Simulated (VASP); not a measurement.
# C (R-3m) in VASP: further runs

The runs below take C through single point, with PBEsol.

Program: VASP 6.6.1. These are calculated values, not measurements. Logs are shortened: lines on timing, memory, paths and dates and some standing lists are left out, and cuts for length are marked.

## (1) The cell of the first run

Symmetry: R-3m, No. 166, trigonal system. Conventional cell: a = 2.538 Å, b = 2.538 Å, c = 6.118 Å, α = 90.00°, β = 90.00°, γ = 120.00°. C (site symmetry 3m) has 4 C at 1.53 to 1.55 Å within 2.0 Å.

## (2) Single point, PBEsol (strained cell)

The input, INCAR:

```
SYSTEM = C
PREC     = Accurate       ! precision mode
ENCUT    = 600            ! plane-wave cutoff, eV
EDIFF    = 1E-6           ! SCF threshold, eV
ISMEAR   = 0              ! smearing method
SIGMA    = 0.02           ! smearing width, eV
LREAL    = .False.        ! projectors in reciprocal space
LASPH    = .True.         ! aspherical terms in the spheres
NELM     = 120            ! most SCF steps
ALGO     = Normal         ! electronic algorithm
ISIF     = 2              ! what is computed and relaxed
LWAVE    = .False.        ! write WAVECAR
LCHARG   = .False.        ! write CHGCAR
GGA      = PS             ! functional
NBANDS   = 11             ! bands
GGA_COMPAT= .False.
```

The input, KPOINTS:

```
Automatic mesh
0
Gamma
  9 9 9
  0 0 0
```

The input, POSCAR:

```
C
1.0
   -0.0189528807      1.7756480136      1.7756480136
    1.7756480136     -0.0189528807      1.7756480136
    1.7756480136      1.7756480136     -0.0189528807
C
2
Direct
   -0.0001508416     -0.0001508416     -0.0001508416
    0.2501508416      0.2501508416      0.2501508416
```

Potentials or basis: VASP PAW PBE potentials, release 64 (C).

On the command line:

```bash
$ cat potpaw_PBE.64/C/POTCAR > POTCAR
$ mpirun -np 1 vasp_std > vasp.out
```

OUTCAR:

```text
SYSTEM = C
   PREC = Accurate
   ENCUT = 600
   EDIFF = 1E-6
   ISMEAR = 0
   LREAL = .False.
   LASPH = .True.
   NELM = 120
   ISIF = 2
   GGA = PS

 ion  position               nearest neighbor table
   1  1.000  1.000  1.000-   2 1.53   2 1.55   2 1.55   2 1.55
   2  0.250  0.250  0.250-   1 1.53   1 1.55   1 1.55   1 1.55

  LATTYP: Found a trigonal (rhomboedric) cell.
 ALAT       =     2.5112170253
 COS(alpha) =     0.4892983447

  Lattice vectors:

 A1 = (  -0.0189528807,   1.7756480136,   1.7756480136)
 A2 = (   1.7756480136,  -0.0189528807,   1.7756480136)
 A3 = (   1.7756480136,   1.7756480136,  -0.0189528807)

Analysis of symmetry for initial positions (statically):
=====================================================================
 Subroutine PRICEL returns:
 Original cell was already a primitive cell.

 Routine SETGRP: Setting up the symmetry group for a
 trigonal (rhombohedral) supercell.

 Subroutine GETGRP returns: Found 12 space group operations
 (whereof  6 operations were pure point group operations)
 out of a pool of 12 trial point group operations.

The static configuration has the point symmetry C_3v.
 The point group associated with its full space group is D_3d.

Analysis of symmetry for dynamics (positions and initial velocities):
=====================================================================
 Subroutine PRICEL returns:
 Original cell was already a primitive cell.

 Routine SETGRP: Setting up the symmetry group for a
 trigonal (rhombohedral) supercell.

 Subroutine GETGRP returns: Found 12 space group operations
 (whereof  6 operations were pure point group operations)
 out of a pool of 12 trial point group operations.

The dynamic configuration has the point symmetry C_3v.
 The point group associated with its full space group is D_3d.

 Subroutine INISYM returns: Found 12 space group operations
 (whereof  6 operations are pure point group operations),
 and found     1 'primitive' translations

----------------------------------------------------------------------------------------

                                     Primitive cell

  volume of cell :      11.3762

  direct lattice vectors                    reciprocal lattice vectors
    -0.018952881  1.775648014  1.775648014    -0.277118572  0.280108388  0.280108388
     1.775648014 -0.018952881  1.775648014     0.280108388 -0.277118572  0.280108388
     1.775648014  1.775648014 -0.018952881     0.280108388  0.280108388 -0.277118572

  length of vectors
     2.511217025  2.511217025  2.511217025     0.483441952  0.483441952  0.483441952

  position of ions in fractional coordinates (direct lattice)
     0.999849158  0.999849158  0.999849158
     0.250150842  0.250150842  0.250150842

  ion indices of the primitive-cell ions
   primitive index   ion index
                 1           1
                 2           2

----------------------------------------------------------------------------------------

 KPOINTS: Automatic mesh

Automatic generation of k-mesh.
 Grid dimensions read from file:
 generate k-points for:    9    9    9

 Generating k-lattice:

  Cartesian coordinates                     Fractional coordinates (reciprocal lattice)
    -0.030790952  0.031123154  0.031123154     0.111111111  0.000000000  0.000000000
     0.031123154 -0.030790952  0.031123154     0.000000000  0.111111111  0.000000000
     0.031123154  0.031123154 -0.030790952     0.000000000  0.000000000  0.111111111

  Length of vectors
     0.053715772  0.053715772  0.053715772

  Shift w.r.t. Gamma in fractional coordinates (k-lattice)
     0.000000000  0.000000000  0.000000000

 Subroutine IBZKPT returns following result:
 ===========================================

 Found     85 irreducible k-points:

 Following reciprocal coordinates:
            Coordinates               Weight
  0.000000  0.000000  0.000000      1.000000
  0.111111 -0.000000 -0.000000      6.000000
  0.222222  0.000000  0.000000      6.000000
  0.333333  0.000000  0.000000      6.000000
  0.444444  0.000000  0.000000      6.000000
  0.111111  0.111111  0.000000      6.000000
[... 16 lines left out ...]
 -0.333333  0.333333  0.000000      6.000000
  0.444444  0.444444  0.000000      6.000000
 [... further k-points ...]
   k-points           NKPTS =     85   k-points in BZ     NKDIM =     85   number of bands    NBANDS=     11
   number of dos      NEDOS =    301   number of ions     NIONS =      2
   total plane-waves  NPLWV =   8000
   dimension x,y,z NGX =    20 NGY =   20 NGZ =   20
   dimension x,y,z NGXF=    40 NGYF=   40 NGZF=   40
   ions per type =               2
   NGX,Y,Z   is equivalent  to a cutoff of  13.24, 13.24, 13.24 a.u.
   NGXF,Y,Z  is equivalent  to a cutoff of  26.48, 26.48, 26.48 a.u.
 SYSTEM =  C
   PREC   = accura    normal or accurate (medium, high low for compatibility)
   ISTART =      0    job   : 0-new  1-cont  2-samecut
   ICHARG =      2    charge: 1-file 2-atom 10-const
   ISPIN  =      1    spin polarized calculation?
   LNONCOLLINEAR =      F non collinear calculations
   LSORBIT =      F    spin-orbit coupling
   LASPH  =      T    aspherical Exc in radial PAW
   ENCUT  =  600.0 eV  44.10 Ry    6.64 a.u.   5.02  5.02  5.02*2*pi/ulx,y,z
   NELM   =    120;   NELMIN=  2; NELMDL= -5     # of ELM steps
   EDIFF  = 0.1E-05   stopping-criterion for ELM
   LREAL  =      F    real-space projection
   EDIFFG = 0.1E-04   stopping-criterion for IOM
   NSW    =      0    number of steps for IOM
   IBRION =     -1    ionic relax: 0-MD 1-quasi-New 2-CG
   NFREE  =      0    steps in history (QN), initial steepest desc. (CG)
   ISIF   =      2    stress and relaxation
   ISYM   =      2    0-nonsym 1-usesym 2-fastsym
   POTIM  = 0.5000    time-step for ionic-motion
   TEBEG  =    0.0;   TEEND  =   0.0 temperature during run
   PSTRESS=    0.0 pullay stress
   NELECT =       8.0000    total number of electrons
   NUPDOWN=      -1.0000    fix difference up-down
   EMIN   =  10.00;   EMAX   =-10.00  energy-range for DOS
   EFERMI =   0.00;   METHOD = LEGACY
   ISMEAR =     0;   SIGMA  =   0.02  broadening in eV -4-tet -1-fermi 0-gaus
   EFERMI_NEDOS =   21; number of points for ismear=-14 and -15
   IALGO  =     38    algorithm
   IMIX   =      4    mixing-type and parameters
     AMIX     =   0.40;   BMIX     =  1.00
     AMIX_MAG =   1.60;   BMIX_MAG =  1.00
  volume/ion in A,a.u.               =       5.69        38.39
  Fermi-wavevector in a.u.,A,eV,Ry     =   1.455812  2.751086 28.836030  2.119388
  Thomas-Fermi vector in A             =   2.572803
   LORBIT       =      0    0 simple, 1 ext, 2 COOP (PROOUT), +10 PAW based schemes
   GGA     = PS    functional components
   LHFCALC =     F    Hartree Fock is set to
   AEXX    =    0.0000 exact exchange contribution
   IVDW    =     0    specifies the selected vdW correction
   LEPSILON=     F    determine dielectric tensor
   LRPA    =     F    only Hartree local field effects (RPA)
 non-spin polarized calculation
 Gauss-broadening in eV      SIGMA  =   0.02
  energy-cutoff  :      600.00
  volume of cell :       11.38
 maximum number of plane-waves:       386
   NGX =  9   NGY =  9   NGZ =  9

 number of electron       7.9999999 magnetization

 Free energy of the ion-electron system (eV)
  ---------------------------------------------------
  ext. energy  EPLUGINS =         0.00000000
  ---------------------------------------------------
  free energy    TOTEN  =       -19.24525927 eV

  energy without entropy =      -19.24525927  energy(sigma->0) =      -19.24525927

 E-fermi :   9.8367     XC(G=0): -13.4186

 val. band max:        9.6957279466   @ k =   0.0000   0.0000   0.0000
 cond. band min:      13.6880882545   @ k =   0.3333   0.3333   0.0000
 fundamental gap:      3.9923603080
 Fermi energy:         9.8367106589

 k-point     1 :       0.0000    0.0000    0.0000
  band No.  band energies     occupation
      1     -11.8170      2.00000
      2       9.6508      2.00000
      3       9.6508      2.00000
      4       9.6957      2.00000
      5      15.0508      0.00000
      6      15.0508      0.00000
      7      15.4778      0.00000
      8      22.9931      0.00000
      9      28.5946      0.00000
     10      36.1083      0.00000
     11      36.1083      0.00000

 k-point     2 :       0.1111   -0.0000   -0.0000
  band No.  band energies     occupation
      1     -11.4778      2.00000
      2       7.6154      2.00000
      3       9.1242      2.00000
      4       9.1653      2.00000
      5      15.7526      0.00000
      6      16.0392      0.00000
      7      16.3457      0.00000
      8      23.2588      0.00000
      9      29.1267      0.00000
     10      33.1598      0.00000
     11      33.4058      0.00000

 k-point     3 :       0.2222    0.0000    0.0000
  band No.  band energies     occupation
      1     -10.4680      2.00000
      2       3.9494      2.00000
      3       8.1666      2.00000
      4       8.1927      2.00000
      5      16.9939      0.00000
      6      17.2536      0.00000
      7      17.6744      0.00000
      8      23.9762      0.00000
      9      29.9313      0.00000
     10      31.7205      0.00000
     11      32.1370      0.00000

 k-point     4 :       0.3333    0.0000    0.0000
  band No.  band energies     occupation
      1      -8.8215      2.00000
      2       0.2232      2.00000
      3       7.3870      2.00000
      4       7.3884      2.00000
      5      17.7408      0.00000
      6      17.9399      0.00000
      7      18.3896      0.00000
      8      24.7467      0.00000
      9      30.3006      0.00000
     10      32.4634      0.00000
     11      33.0377      0.00000
[... 239 lines left out ...]
 k-point    22 :      -0.4444    0.3333    0.0000
  band No.  band energies     occupation
      1      -4.2256      2.00000
      2      -1.5190      2.00000
      3       1.0463      2.00000
      4       4.2960      2.00000
      5      15.2641      0.00000
      6      19.1864      0.00000
      7      23.9965      0.00000
      8      24.9659      0.00000
      9      29.2542      0.00000
     10      33.5067      0.00000
     11      36.6197      0.00000

 k-point    23 :      -0.3333    0.3333    0.0000
  band No.  band energies     occupation
      1      -4.4631      2.00000
      2      -1.2205      2.00000
      3       0.2095      2.00000
      4       5.0509      2.00000
      5      16.0418      0.00000
      6      22.5151      0.00000
      7      22.8208      0.00000
      8      24.7310      0.00000
      9      26.4065      0.00000
     10      33.3091      0.00000
     11      34.2217      0.00000

 k-point    24 :       0.4444    0.4444    0.0000
  band No.  band energies     occupation
      1      -4.8136      2.00000
      2      -1.2592      2.00000
      3       3.3450      2.00000
      4       3.5739      2.00000
      5      13.8165      0.00000
      6      14.9793      0.00000
      7      26.0009      0.00000
      8      26.0478      0.00000
      9      32.2152      0.00000
     10      32.9592      0.00000
     11      42.1669      0.00000

 [... further k-points ...]
[... 5 lines left out ...]
  --------------------------------------------------------------------------------------
  -------------------------------------------------------------------------------------
  Total       -0.3919145     -0.3919145     -0.3919145      0.4250048      0.4250048      0.4250048
  in kB      -55.1954456    -55.1954456    -55.1954456     59.8557420     59.8557420     59.8557420
  external PRESSURE =     -55.1954456 kB  Pullay stress =       0.0000000 kB

 VOLUME and BASIS-vectors are now :
 -----------------------------------------------------------------------------
  energy-cutoff  :      600.00
  volume of cell :       11.38
      direct lattice vectors                 reciprocal lattice vectors
    -0.018952881  1.775648014  1.775648014    -0.277118572  0.280108388  0.280108388
     1.775648014 -0.018952881  1.775648014     0.280108388 -0.277118572  0.280108388
     1.775648014  1.775648014 -0.018952881     0.280108388  0.280108388 -0.277118572

 POSITION                                       TOTAL-FORCE (eV/Angst)
 -----------------------------------------------------------------------------------
      3.53181      3.53181      3.53181        -0.003639     -0.003639     -0.003639
      0.88362      0.88362      0.88362         0.003639      0.003639      0.003639
 -----------------------------------------------------------------------------------
    total drift:                               -0.000000     -0.000000     -0.000000

  FREE ENERGIE OF THE ION-ELECTRON SYSTEM (eV)
  ---------------------------------------------------
  free  energy   TOTEN  =       -19.2452592669 eV

  energy  without entropy=      -19.2452592669  energy(sigma->0) =      -19.24525927
```

It took 6.4 s on 1 thread of Intel Xeon Platinum 8375C at 2.90GHz (Ice Lake), shared host; peak memory 0.12 GiB.

Results:

* Free energy: -19.2453 eV
* Pressure: -5.5 GPa
* Largest force: 0.006 eV/Å
* Band gap on the k mesh: 3.99 eV (least direct gap 5.36 eV)

Forces in eV/Å, atoms in the order of the input:
```
C   -0.004 -0.004 -0.004
C    0.004  0.004  0.004
```

Stress tensor (GPa, compression positive):
```
-5.52  5.99  5.99
 5.99 -5.52  5.99
 5.99  5.99 -5.52
```

Levels at points of the mesh, in eV from the valence-band top:
```tsv
k point	band 1	band 2	band 3	band 4	band 5	band 6	band 7	band 8	band 9
(0.00, 0.00, 0.00)	-21.51	-0.04	-0.04	0.00	5.36	5.36	5.78	13.30	18.90
```

Caveat: the cell differs from its parent crystal (strained cell); the cell stands under tension; the PAW data sets were made with another functional, which shifts forces and pressure a little; an odd mesh through Γ misses points on the zone boundary, where band edges can lie.

(Continued in part 2 of 2.)
